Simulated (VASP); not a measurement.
# B (C2/m) in VASP: notebook

The runs below take B through single point, relaxation of cell and atoms, with PBE.

All numbers are computed with VASP 6.6.1; they aren't measurements. Logs are shortened: lines on timing, memory, paths and dates and some standing lists are left out, and cuts for length are marked.

## 1. The cell of the first run

Symmetry: C2/m, No. 12, monoclinic system. Conventional cell: a = 3.471 Å, b = 2.930 Å, c = 3.126 Å, α = 90.00°, β = 119.33°, γ = 90.00°. B (site symmetry m) has 9 B at 1.69 to 2.33 Å within 2.4 Å.

## 2. Single point, PBE

Contents of INCAR:

```
ALGO     = Normal         # electronic algorithm
EDIFF    = 1E-7           # SCF threshold, eV
ENCUT    = 520            # plane-wave cutoff, eV
GGA      = PE             # functional
ISIF     = 2              # what is computed and relaxed
ISMEAR   = 0              # smearing method
LASPH    = True           # aspherical terms in the spheres
LCHARG   = False          # write CHGCAR
LREAL    = False          # projectors in reciprocal space
LWAVE    = False          # write WAVECAR
NBANDS   = 10             # bands
NELM     = 100            # most SCF steps
PREC     = Accurate       # precision mode
SIGMA    = 0.1            # smearing width, eV
```

Contents of KPOINTS:

```
k-points
0
Gamma
  26 26 20
```

Contents of POSCAR:

```
B
1.0
    1.7356699074     -1.4648753971      0.0023618754
    1.7356699074      1.4648753971      0.0023618754
   -1.5349434525      0.0000000000      2.7228751098
B
2
Direct
    0.6154243557      0.6154243557      0.3083453329
    0.3845756443      0.3845756443      0.6916546671
```

Potentials or basis: VASP PAW PBE potentials, release 64 (B).

Command:

```sh
$ cat potpaw_PBE.64/B/POTCAR > POTCAR
$ mpirun -np 1 vasp_std > vasp.out
```

OUTCAR:

```text
EDIFF = 1E-7
   ENCUT = 520
   GGA = PE
   ISIF = 2
   ISMEAR = 0
   LASPH = True
   LREAL = False
   NELM = 100
   PREC = Accurate

 ion  position               nearest neighbor table
   1  0.615  0.615  0.308-   2 1.69   2 1.74   2 1.83   2 1.83
   2  0.385  0.385  0.692-   1 1.69   1 1.74   1 1.83   1 1.83

  LATTYP: Found a base centered monoclinic cell.
 ALAT       =     3.4713430288
 B/A-ratio  =     0.8439819315
 C/A-ratio  =     0.9004341935
 COS(beta)  =    -0.4898835350

  Lattice vectors:

 A1 = (   1.7356699074,  -1.4648753971,   0.0023618754)
 A2 = (   1.7356699074,   1.4648753971,   0.0023618754)
 A3 = (  -1.5349434525,   0.0000000000,   2.7228751098)

Analysis of symmetry for initial positions (statically):
=====================================================================
 Subroutine PRICEL returns:
 Original cell was already a primitive cell.

 Routine SETGRP: Setting up the symmetry group for a
 base centered monoclinic supercell.

 Subroutine GETGRP returns: Found  4 space group operations
 (whereof  4 operations were pure point group operations)
 out of a pool of  4 trial point group operations.

The static configuration has the point symmetry C_2h.

Analysis of symmetry for dynamics (positions and initial velocities):
=====================================================================
 Subroutine PRICEL returns:
 Original cell was already a primitive cell.

 Routine SETGRP: Setting up the symmetry group for a
 base centered monoclinic supercell.

 Subroutine GETGRP returns: Found  4 space group operations
 (whereof  4 operations were pure point group operations)
 out of a pool of  4 trial point group operations.

The dynamic configuration has the point symmetry C_2h.

 Subroutine INISYM returns: Found  4 space group operations
 (whereof  4 operations are pure point group operations),
 and found     1 'primitive' translations

----------------------------------------------------------------------------------------

                                     Primitive cell

  volume of cell :      13.8567

  direct lattice vectors                    reciprocal lattice vectors
     1.735669907 -1.464875397  0.002361875     0.287852396 -0.341325959  0.162268607
     1.735669907  1.464875397  0.002361875     0.287852396  0.341325959  0.162268607
    -1.534943453  0.000000000  2.722875110    -0.000499378  0.000000000  0.366977347

  length of vectors
     2.271214551  2.271214551  3.125715961     0.475072114  0.475072114  0.366977687

  position of ions in fractional coordinates (direct lattice)
     0.615424356  0.615424356  0.308345333
     0.384575644  0.384575644  0.691654667

  ion indices of the primitive-cell ions
   primitive index   ion index
                 1           1
                 2           2

----------------------------------------------------------------------------------------

 KPOINTS: k-points

Automatic generation of k-mesh.
 Grid dimensions read from file:
 generate k-points for:   26   26   20

 Generating k-lattice:

  Cartesian coordinates                     Fractional coordinates (reciprocal lattice)
     0.011071246 -0.013127922  0.006241100     0.038461538  0.000000000  0.000000000
     0.011071246  0.013127922  0.006241100     0.000000000  0.038461538  0.000000000
    -0.000024969  0.000000000  0.018348867     0.000000000  0.000000000  0.050000000

  Length of vectors
     0.018272004  0.018272004  0.018348884

  Shift w.r.t. Gamma in fractional coordinates (k-lattice)
     0.000000000  0.000000000  0.000000000

 Subroutine IBZKPT returns following result:
 ===========================================

 Found   3525 irreducible k-points:

 Following reciprocal coordinates:
            Coordinates               Weight
  0.000000  0.000000  0.000000      1.000000
  0.038462  0.000000  0.000000      4.000000
  0.076923  0.000000  0.000000      4.000000
  0.115385 -0.000000  0.000000      4.000000
  0.153846  0.000000  0.000000      4.000000
  0.192308 -0.000000  0.000000      4.000000
[... 16 lines left out ...]
  0.346154  0.038462  0.000000      4.000000
  0.384615  0.038462 -0.000000      4.000000
 [... further k-points ...]
   k-points           NKPTS =   3525   k-points in BZ     NKDIM =   3525   number of bands    NBANDS=     10
   number of dos      NEDOS =    301   number of ions     NIONS =      2
   total plane-waves  NPLWV =   7776
   dimension x,y,z NGX =    18 NGY =   18 NGZ =   24
   dimension x,y,z NGXF=    36 NGYF=   36 NGZF=   48
   ions per type =               2
   NGX,Y,Z   is equivalent  to a cutoff of  13.18, 13.18, 12.76 a.u.
   NGXF,Y,Z  is equivalent  to a cutoff of  26.35, 26.35, 25.53 a.u.
 SYSTEM =  unknown system
   PREC   = accura    normal or accurate (medium, high low for compatibility)
   ISTART =      0    job   : 0-new  1-cont  2-samecut
   ICHARG =      2    charge: 1-file 2-atom 10-const
   ISPIN  =      1    spin polarized calculation?
   LNONCOLLINEAR =      F non collinear calculations
   LSORBIT =      F    spin-orbit coupling
   LASPH  =      T    aspherical Exc in radial PAW
   ENCUT  =  520.0 eV  38.22 Ry    6.18 a.u.   4.22  4.22  5.81*2*pi/ulx,y,z
   NELM   =    100;   NELMIN=  2; NELMDL= -5     # of ELM steps
   EDIFF  = 0.1E-06   stopping-criterion for ELM
   LREAL  =      F    real-space projection
   EDIFFG = 0.1E-05   stopping-criterion for IOM
   NSW    =      0    number of steps for IOM
   IBRION =     -1    ionic relax: 0-MD 1-quasi-New 2-CG
   NFREE  =      0    steps in history (QN), initial steepest desc. (CG)
   ISIF   =      2    stress and relaxation
   ISYM   =      2    0-nonsym 1-usesym 2-fastsym
   POTIM  = 0.5000    time-step for ionic-motion
   TEBEG  =    0.0;   TEEND  =   0.0 temperature during run
   PSTRESS=    0.0 pullay stress
   NELECT =       6.0000    total number of electrons
   NUPDOWN=      -1.0000    fix difference up-down
   EMIN   =  10.00;   EMAX   =-10.00  energy-range for DOS
   EFERMI =   0.00;   METHOD = LEGACY
   ISMEAR =     0;   SIGMA  =   0.10  broadening in eV -4-tet -1-fermi 0-gaus
   EFERMI_NEDOS =   21; number of points for ismear=-14 and -15
   IALGO  =     38    algorithm
   IMIX   =      4    mixing-type and parameters
     AMIX     =   0.40;   BMIX     =  1.00
     AMIX_MAG =   1.60;   BMIX_MAG =  1.00
  volume/ion in A,a.u.               =       6.93        46.75
  Fermi-wavevector in a.u.,A,eV,Ry     =   1.238528  2.340478 20.870669  1.533951
  Thomas-Fermi vector in A             =   2.373049
   LORBIT       =      0    0 simple, 1 ext, 2 COOP (PROOUT), +10 PAW based schemes
   GGA     = PE    functional components
   LHFCALC =     F    Hartree Fock is set to
   AEXX    =    0.0000 exact exchange contribution
   IVDW    =     0    specifies the selected vdW correction
   LEPSILON=     F    determine dielectric tensor
   LRPA    =     F    only Hartree local field effects (RPA)
 non-spin polarized calculation
 Gauss-broadening in eV      SIGMA  =   0.10
  energy-cutoff  :      520.00
  volume of cell :       13.86
 maximum number of plane-waves:       389
 NGX is ok and might be reduce to    18
   NGX =  9   NGY =  9   NGZ = 11

 number of electron       6.0000000 magnetization

 Free energy of the ion-electron system (eV)
  ---------------------------------------------------
  ext. energy  EPLUGINS =         0.00000000
  ---------------------------------------------------
  free energy    TOTEN  =       -12.30560762 eV

  energy without entropy =      -12.30435214  energy(sigma->0) =      -12.30497988

 E-fermi :   6.9973     XC(G=0): -12.0735

 val. band max:        6.9956390296   @ k =  -0.3462  -0.4231   0.4000
 cond. band min:       7.0008249562   @ k =   0.3846   0.3462   0.3500
 fundamental gap:      0.0051859266
 Fermi energy:         6.9972980998

 k-point     1 :       0.0000    0.0000    0.0000
  band No.  band energies     occupation
      1      -8.9554      2.00000
      2       3.9644      2.00000
      3      10.8614      0.00000
      4      12.6908      0.00000
      5      14.6541      0.00000
      6      16.7355      0.00000
      7      17.0859      0.00000
      8      25.5135      0.00000
      9      25.6522      0.00000
     10      28.2533      0.00000

 k-point     2 :       0.0385    0.0000    0.0000
  band No.  band energies     occupation
      1      -8.9154      2.00000
      2       3.9514      2.00000
      3      10.8446      0.00000
      4      12.5999      0.00000
      5      14.4645      0.00000
      6      16.8233      0.00000
      7      17.0515      0.00000
      8      25.5908      0.00000
      9      25.6664      0.00000
     10      28.3383      0.00000

 k-point     3 :       0.0769    0.0000    0.0000
  band No.  band energies     occupation
      1      -8.7952      2.00000
      2       3.9147      2.00000
      3      10.6690      0.00000
      4      12.3915      0.00000
      5      14.1643      0.00000
      6      16.8554      0.00000
      7      17.0125      0.00000
      8      25.5274      0.00000
      9      26.0393      0.00000
     10      28.5360      0.00000

 k-point     4 :       0.1154   -0.0000    0.0000
  band No.  band energies     occupation
      1      -8.5951      2.00000
      2       3.8608      2.00000
      3      10.0324      0.00000
      4      12.3659      0.00000
      5      14.0195      0.00000
      6      16.5416      0.00000
      7      17.1172      0.00000
      8      25.4393      0.00000
      9      26.6173      0.00000
     10      28.8606      0.00000
[... 222 lines left out ...]
 k-point    22 :       0.3077    0.0385    0.0000
  band No.  band energies     occupation
      1      -6.3814      2.00000
      2       3.3117      2.00000
      3       3.7793      2.00000
      4      13.5637      0.00000
      5      14.7204      0.00000
      6      16.1508      0.00000
      7      17.4114      0.00000
      8      23.8916      0.00000
      9      27.8162      0.00000
     10      29.6299      0.00000

 k-point    23 :       0.3462    0.0385    0.0000
  band No.  band energies     occupation
      1      -5.7082      2.00000
      2       2.4200      2.00000
      3       3.3760      2.00000
      4      13.1609      0.00000
      5      14.8378      0.00000
      6      16.7515      0.00000
      7      17.6069      0.00000
      8      23.4324      0.00000
      9      27.8577      0.00000
     10      29.8196      0.00000

 k-point    24 :       0.3846    0.0385   -0.0000
  band No.  band energies     occupation
      1      -4.9574      2.00000
      2       1.1837      2.00000
      3       3.3898      2.00000
      4      12.7754      0.00000
      5      14.8981      0.00000
      6      17.0571      0.00000
      7      18.1869      0.00000
      8      22.9200      0.00000
      9      27.8361      0.00000
     10      30.1573      0.00000

 [... further k-points ...]
[... 5 lines left out ...]
  --------------------------------------------------------------------------------------
  -------------------------------------------------------------------------------------
  Total       -0.0063549     -0.0048919      0.0043875      0.0000000      0.0000000     -0.0043477
  in kB       -0.7347908     -0.5656307      0.5073092      0.0000000      0.0000000     -0.5026997
  external PRESSURE =      -0.2643707 kB  Pullay stress =       0.0000000 kB

 VOLUME and BASIS-vectors are now :
 -----------------------------------------------------------------------------
  energy-cutoff  :      520.00
  volume of cell :       13.86
      direct lattice vectors                 reciprocal lattice vectors
     1.735669907 -1.464875397  0.002361875     0.287852396 -0.341325959  0.162268607
     1.735669907  1.464875397  0.002361875     0.287852396  0.341325959  0.162268607
    -1.534943453  0.000000000  2.722875110    -0.000499378  0.000000000  0.366977347

 POSITION                                       TOTAL-FORCE (eV/Angst)
 -----------------------------------------------------------------------------------
      1.66305      0.00000      0.84249         0.001496      0.000000      0.000205
      0.27334      0.00000      1.88511        -0.001496      0.000000     -0.000205
 -----------------------------------------------------------------------------------
    total drift:                                0.000000     -0.000000      0.000000

  FREE ENERGIE OF THE ION-ELECTRON SYSTEM (eV)
  ---------------------------------------------------
  free  energy   TOTEN  =       -12.3056076246 eV

  energy  without entropy=      -12.3043521391  energy(sigma->0) =      -12.30497988
```

Wall time 2.5 min (1 thread of Intel Xeon 6975P-C (Granite Rapids), shared host); peak memory 0.48 GiB.

Results:

- Free energy: -12.3056 eV
- Pressure: 0.0 GPa
- Band gap on the k mesh: zero (bands 3 and 4 overlap by 8.28 eV)

## 3. Relaxation of cell and atoms, PBE

This run uses another cell than the first one, of 6.72 Å³/atom.

Contents of INCAR:

```
PREC = Accurate ; ENCUT = 600
EDIFF = 1E-6 ; ISMEAR = 0
SIGMA = 0.1 ; LREAL = F
LASPH = T ; NELM = 100
ALGO = Normal ; ISIF = 3
LWAVE = F ; LCHARG = F
GGA = PE ; IBRION = 2
NSW = 100 ; EDIFFG = -0.01
```

Contents of KPOINTS:

```
Automatic mesh
0
Gamma
  22 22 34
```

Contents of POSCAR:

```
B
1.0
    1.6296781370     -2.5625830783      0.0000000000
    1.6296781370      2.5625830783      0.0000000000
   -0.9260402613      0.0000000000      1.6102447166
B
2
Direct
    0.3307355290      0.6692644710      0.5000000000
    0.6692644710      0.3307355290      0.5000000000
```

Potentials or basis: VASP PAW PBE potentials, release 64 (B).

Command:

```sh
$ cat potpaw_PBE.64/B/POTCAR > POTCAR
$ mpirun -np 1 vasp_std > vasp.out
```

Wall time 5.3 min (1 thread of Intel Xeon Platinum 8488C (Sapphire Rapids), shared host); peak memory 0.52 GiB.

It converged, with:

```yaml
Free_energy: -12.6473 eV
Relaxed_volume: 6.72 Å³/atom
Relaxed_cell: a = 3.037 Å, b = 3.037 Å, c = 1.855 Å, α = 105.53°, β = 105.53°, γ = 115.05°
Space_group_after_relaxing_to_0.1_Å: C2/m (No. 12)
Energy_gained_by_relaxing: 0.0 meV/atom
Ionic_steps: 4
Pressure_after_relaxing: 0.1 GPa
Band_gap_on_the_k_mesh: zero (bands 3 and 4 overlap by 2.29 eV)
```

Stress tensor (GPa, compression positive):
```
 0.09  0.00 -0.07
 0.00  0.05  0.00
-0.07  0.00  0.05
```

Final structure:
```xyz
2
Lattice="1.6306 -2.5620 0.0007 1.6306 2.5620 0.0007 -0.9259 0.0000 1.6076" Properties=species:S:1:pos:R:3 pbc="T T T"
B     1.1677    0.8684    0.8045
B     1.1677   -0.8684    0.8045
```

Levels at points of the mesh, in eV from the Fermi level:
```csv
k point,band 1,band 2,band 3,band 4,band 5,band 6
"(0.00, 0.00, 0.00)",-16.66,-2.25,-2.19,4.01,5.72,6.33
"(0.50, 0.00, 0.00)",-12.30,-11.57,-5.21,2.56,14.37,15.72
"(0.50, 0.50, 0.00)",-13.20,-10.97,-4.68,3.44,13.13,14.46
"(0.00, 0.00, 0.50)",-7.78,-3.84,-2.26,1.66,3.72,4.77
"(0.50, 0.00, 0.50)",-8.23,-6.57,-0.77,4.29,6.34,8.07
"(0.50, 0.50, 0.50)",-6.61,-4.97,-0.91,1.07,1.77,3.09
```
